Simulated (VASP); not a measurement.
A run of VASP 6.6.1 is set up as follows.

The input POSCAR:

```
Li
1.0
   -1.7546500000      1.7546500000      1.7546500000
    1.7546500000     -1.7546500000      1.7546500000
    1.7546500000      1.7546500000     -1.7546500000
Li
1
Direct
    0.0000000000      0.0000000000      0.0000000000
```

File INCAR.step1:

```
  PREC = Accurate
  ENCUT = 520
  EDIFF = 1E-5
  ISMEAR = -1
  SIGMA = 0.05
  LREAL = False
  LASPH = True
  NELM = 80
  ALGO = Normal
  ISIF = 2
  LWAVE = True
  LCHARG = False
  NBANDS = 8
  GGA = PE
```

The input INCAR.step2:

```
  PREC = Accurate
  ENCUT = 520
  EDIFF = 1E-7
  ISMEAR = -1
  SIGMA = 0.05
  LREAL = False
  LASPH = True
  NELM = 80
  ALGO = Normal
  ISIF = 2
  LWAVE = False
  LCHARG = False
  METAGGA = R2SCAN
  LHFCALC = True
  AEXX = 0.5
  LMIXTAU = True
  PRECFOCK = Normal
  NBANDS = 8
  ISTART = 1
```

KPOINTS

```
regular mesh
0
Gamma
  6 6 6
```

Potentials or basis: VASP PAW PBE potentials, release 64 (Li_sv).

Launch:

```bash
$ cat potpaw_PBE.64/Li_sv/POTCAR > POTCAR
$ cp INCAR.step1 INCAR
$ mpirun -np 1 vasp_std > vasp.out
$ cp INCAR.step2 INCAR
$ mpirun -np 1 vasp_std > vasp.out
```

Problem. Estimate the band gap on the k mesh.

Solution. Zero (an odd number of electrons rules out a gap without spin polarisation).
